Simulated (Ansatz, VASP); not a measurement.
**Be3Te4 in VASP and in Ansatz**

```xyz
7
Lattice="5.4628 -0.0063 0.0017 -0.0061 5.4715 -0.0002 -2.7264 -2.7331 5.7919" Properties=species:S:1:pos:R:3 pbc="T T T"
Be    2.7337   -0.0034    2.8982
Be   -0.0029    2.7350    2.8979
Be    2.7271    2.7328    0.0038
Te    4.1244    1.3361    1.4429
Te    1.3350    4.1286    1.4448
Te   -1.3895   -1.3932    4.3467
Te    1.3913    1.3931    4.3466
```

Change from the starting cell: cell x1, atoms moved at random (sigma 0.1 Å) and cell strained at random (1.5 %), then relaxed without symmetry.

Alike in both runs: functional PBE; k mesh 4 × 4 × 4; occupations gaussian, width 0.2 eV; no spin polarisation.

Ansatz relaxed the structure, and its values are those at the end. VASP's run is a single point on that final structure, the one shown.

```csv
,VASP,Ansatz
version,VASP 6.6.1,Ansatz 0.2.0
potentials or method,"VASP PAW PBE potentials, release 64 (Be, Te), cutoff 520 eV","scalar-relativistic, plane waves, PAW"
valence electrons in the cell,30,70
```

Ansatz gave:

| Item | Value |
| --- | --- |
| gap on the k mesh at the Fermi level (eV) | none |
| pressure (GPa) | 0.0 |
| rms of the force components (eV/Å) | 0.005 |

Problem. Which values does VASP return?

Solution. gap on the k mesh at the Fermi level (eV): none; pressure (GPa): 0.1; rms of the force components (eV/Å): 0.007.

A gap of «none» marks a metal or a gap that the smearing closes. With one functional, cell and mesh, what is left measures potentials, basis and numerics. VASP's potentials hold 30 valence electrons a cell and Ansatz's 70, so a difference there can come from the potentials and not from the codes.

Neither program's run includes spin-orbit coupling.
